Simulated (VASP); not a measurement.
Input of a VASP 6.6.1 run:

INCAR

```
SYSTEM = Cu
ALGO = Normal
EDIFF = 1E-7
ENCUT = 520
ISIF = 2
ISMEAR = -1
LASPH = .TRUE.
LCHARG = .TRUE.
LELF = .TRUE.
LREAL = .FALSE.
LVHAR = .TRUE.
LWAVE = .FALSE.
NBANDS = 12
NELM = 60
PREC = Accurate
SIGMA = 0.05
```

The input KPOINTS:

```
k-points
0
G
  18 18 18
  0 0 0
```

The input POSCAR:

```
Cu
1.0
    0.0000000000      1.7234122172      1.7234122172
    1.7234122172      0.0000000000      1.7234122172
    1.7234122172      1.7234122172      0.0000000000
Cu
1
Direct
    0.0000000000      0.0000000000      0.0000000000
```

Potentials or basis: VASP PAW LDA potentials, release 64 (Cu).

The run is started by

```bash
$ cat potpaw_LDA.64/Cu/POTCAR > POTCAR
$ mpirun -np 1 vasp_std > vasp.out
```

**Question.** Estimate the pressure.

**Answer.** 14.5 GPa.
